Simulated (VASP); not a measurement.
Wanted: the native input for a VASP 6.6.1 run.

* Task: single point
* Functional: PBE
* Potentials or basis: VASP PAW PBE potentials, release 64 (Ta_pv, Nb_sv, O)
* Cutoff: 600 eV
* k mesh: 6 × 6 × 2
* Occupations: gaussian, width 0.1 eV
* Spin: collinear spin
* Starting moments: [1.0, 1.0, 0.0, 0.0, 0.0, 0.0] μB
* Dipole correction: no
* Further INCAR settings: ALGO = Normal; EDIFF = 1e-06; NBANDS = 43

The structure of TaNbO lies in POSCAR:

```
TaNbO
1.0
    3.3543017988      0.0000000000      0.0000000000
    0.0000000000      3.4836300718      0.0000000000
    0.0000000000      0.0000000000      9.4384739405
Ta Nb O
2 2 2
Direct
    0.0000000000      0.0000000000      0.2128070238
    0.5000000000      0.5000000000      0.7871929762
    0.0000000000      0.5000000000      0.4396035763
    0.5000000000      0.0000000000      0.5603964237
    0.0000000000      0.5000000000      0.8867059069
    0.5000000000      0.0000000000      0.1132940931
```

The cell was generated, and may not be a known phase.

These files were run (other wordings do the same):

INCAR

```
  ALGO = Normal
  EDIFF = 1E-6
  ENCUT = 600
  GGA = PE
  GGA_COMPAT = False
  ISIF = 2
  ISMEAR = 0
  ISPIN = 2
  LASPH = True
  LCHARG = True
  LELF = True
  LMAXMIX = 4
  LORBIT = 11
  LREAL = False
  LVHAR = True
  LWAVE = False
  MAGMOM = 1 1 0 0 0 0
  NBANDS = 43
  NELM = 200
  PREC = Accurate
  SIGMA = 0.1
```

KPOINTS

```
k-points
0
Gamma
  6 6 2
```

Potentials or basis: VASP PAW PBE potentials, release 64 (Ta_pv, Nb_sv, O).

Command:

```sh
$ cat potpaw_PBE.64/Ta_pv/POTCAR potpaw_PBE.64/Nb_sv/POTCAR potpaw_PBE.64/O/POTCAR > POTCAR
$ mpirun -np 1 vasp_std > vasp.out
```

Results of the run:

```
Pressure                                              : 0.3 GPa
Largest force                                         : 0.116 eV/Å
Band gap on the k mesh                                : zero (filled and empty bands overlap)
Net moment                                            : 0.00 μB per cell
Valence electrons inside the program's atomic spheres : Ta 8.81; Nb 10.87; O 5.05
```

Caveat: spin-orbit coupling is left out, which moves the levels of the heavy elements.

It took 11 min on 1 thread of Intel Xeon 8259CL, with other jobs on the host, peak memory 0.47 GiB.
